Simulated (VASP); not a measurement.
Write the native input for VASP 6.6.1 that does the following.

| Property | Result |
| --- | --- |
| Task | single point |
| Functional | LDA |
| Potentials or basis | VASP PAW LDA potentials, release 64 (Co) |
| Cutoff | 600 eV |
| k mesh | 6 × 6 × 6 |
| Occupations | fermi-dirac, width 0.15 eV |
| Spin | collinear spin, ferromagnetic start |
| Starting moments | [1.8, 1.8, 1.8, 1.8, 1.8, 1.8] μB |
| Dipole correction | no |
| Further INCAR settings | ALGO = Normal; EDIFF = 1e-06; NBANDS = 40 |

The structure of Co lies in POSCAR:

```
Co
1.0
    0.0000000000      3.3009772389      3.3009772389
    3.3009772389      0.0000000000      3.3009772389
    3.3009772389      3.3009772389      0.0000000000
Co
6
Direct
    0.2500000000      0.2500000000      0.2500000000
    0.0000000000      0.0000000000      0.0000000000
    0.6250000000      0.6250000000      0.1250000000
    0.6250000000      0.1250000000      0.6250000000
    0.1250000000      0.6250000000      0.6250000000
    0.6250000000      0.6250000000      0.6250000000
```

The input as run:

INCAR

```
SYSTEM = Co
ALGO = Normal
EDIFF = 1E-6
ENCUT = 600
GGA_COMPAT = .FALSE.
ISIF = 2
ISMEAR = -1
ISPIN = 2
LASPH = .TRUE.
LCHARG = .FALSE.
LMAXMIX = 4
LORBIT = 11
LREAL = .FALSE.
LWAVE = .FALSE.
MAGMOM = 1.8 1.8 1.8 1.8 1.8 1.8
NBANDS = 40
NELM = 200
PREC = Accurate
SIGMA = 0.15
```

KPOINTS

```
k-points
0
G
  6 6 6
  0 0 0
```

Potentials or basis: VASP PAW LDA potentials, release 64 (Co).

The run is started by

```console
$ cat potpaw_LDA.64/Co/POTCAR > POTCAR
$ mpirun -np 1 vasp_std > vasp.out
```

Results of the run:

The pressure is -23.4 GPa. The net moment is 9.66 μB per cell and the site moments are Co +1.74, +1.56 μB. The valence electrons inside the program's atomic spheres are Co 7.91, 8.30.

It took 2.3 min on 1 thread of Intel(R) Xeon(R) 6975P-C (Granite Rapids) (shared host), peak memory 0.24 GiB.
